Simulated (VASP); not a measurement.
Runs of VASP 6.6.1 on CoSi2 (AlB2 type). The structure is that of space group P6/mmm (No. 191), or close to it. The cells are those of the table. 

| task | cell | cutoff (eV) | gap on the mesh (eV) | pressure (GPa) |
| --- | --- | --- | --- | --- |
| relaxation of cell and atoms | relaxed to 24 GPa from a = 3.983, b = 3.983, c = 2.417 Å, angles 90.0, 90.0, 120.0°, 3 atoms | 600 | none | 24.0 |
| single point | a = 3.983, b = 3.983, c = 2.416 Å, angles 90.0, 90.0, 120.0°, 3 atoms | 520 | none | 23.9 |
| single point | a = 3.983, b = 3.983, c = 2.417 Å, angles 90.0, 90.0, 120.0°, 3 atoms | 520 | none | (a) |
| relaxation of cell and atoms | relaxed to 24 GPa from a = 3.313, b = 3.313, c = 3.644 Å, angles 90.0, 90.0, 120.0°, 3 atoms | 600 | none | 24.0 |

Alike in all rows: level PBE; potentials or basis VASP PAW PBE potentials, release 64 (Co, Si); no spin polarisation; k mesh 9 × 9 × 7; smearing fermi-dirac 0.08 eV.

Problem. Estimate the missing entries.

Solution. (a) 23.8.

Caveats: some runs use coarse meshes; the cell is relaxed towards a set pressure, so the enthalpy falls and the energy may rise (some runs).

A gap of «none» marks levels without a gap at the run's occupations.
